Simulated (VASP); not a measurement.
Write the native input for VASP 6.6.1 that does the following.

```
Task                   : single point
Functional             : PBE
Potentials or basis    : VASP PAW PBE potentials, release 64 (Si, Al)
Cutoff                 : 520 eV
k mesh                 : 2 × 2 × 2
Occupations            : fermi-dirac, width 0.02 eV
Spin                   : collinear spin
Starting moments       : [0.0, 0.0, 0.0, 0.0, 0.0, 0.0, 0.0, 0.0, 0.0, 0.0, 0.0, 0.0, 0.0, 0.0, 0.0, 0.0, 1.0] μB
Dipole correction      : no
Further INCAR settings : LREAL = Auto; ALGO = Normal; EDIFF = 1e-06; NBANDS = 52
```

The structure of AlSi16 (a cell with a defect) lies in POSCAR:

```
AlSi16
1.0
    0.0000000000      5.4300000000      5.4300000000
    5.4300000000      0.0000000000      5.4300000000
    5.4300000000      5.4300000000      0.0000000000
Si Al
16 1
Direct
   -0.0959300184     -0.0788213628      0.2193001842
    0.0620810313      0.3348987109      0.0926151013
   -0.0692725599      0.0990883978      0.3950552486
   -0.0489594843      0.2072283610      0.6238950276
   -0.0784806630      0.7152209945     -0.0045395948
    0.1670994475      0.5381307551      0.2091988950
   -0.0775138122      0.6206077348      0.5155064457
    0.0816298343      0.7108379374      0.6639318600
    0.4133057090     -0.0082044199      0.0052209945
    0.6055709024     -0.0209484346      0.1828268877
    0.3206077348      0.0615837937      0.5644567219
    0.5524585635      0.1179650092      0.6180018416
    0.4827992634      0.3656906077      0.0132965009
    0.6010773481      0.6173756906      0.1618508287
    0.4597605893      0.4783609576      0.5179189687
    0.5278913444      0.6649631676      0.6395119705
    0.8712523020      0.2940699816      0.9661694291
```

One way to write it, as run:

INCAR

```
SYSTEM = AlSi16
ALGO = Normal
EDIFF = 1E-6
ENCUT = 520
GGA = PE
ISIF = 2
ISMEAR = -1
ISPIN = 2
LASPH = .True.
LCHARG = .True.
LELF = .True.
LORBIT = 11
LREAL = Auto
LVHAR = .True.
LWAVE = .False.
MAGMOM = 0 0 0 0 0 0 0 0 0 0 0 0 0 0 0 0 1
NBANDS = 52
NELM = 150
PREC = Accurate
SIGMA = 0.02
```

KPOINTS

```
k-points
0
Gamma
  2 2 2
  0 0 0
```

Potentials or basis: VASP PAW PBE potentials, release 64 (Si, Al).

Command:

```console
$ cat potpaw_PBE.64/Si/POTCAR potpaw_PBE.64/Al/POTCAR > POTCAR
$ mpirun -np 1 vasp_std > vasp.out
```

Results of the run:

| Item | Value |
| --- | --- |
| Pressure | 0.9 GPa |
| Largest force | 2.574 eV/Å |
| Net moment | 0.00 μB per cell |
| Valence electrons inside the program's atomic spheres | Si 1.68, 1.67, 1.64, 1.58, 1.66, 1.63, 1.60, 1.59, 1.61, 1.62, 1.56 (each value once); Al 0.79 |

Caveat: the k points lie up to 0.50 Å⁻¹ apart; the atoms stand as in a frame of molecular dynamics.

Wall time 10 min on 1 thread of Oxide Virtual Turin-like Processor, on a shared host, peak memory 0.67 GiB.
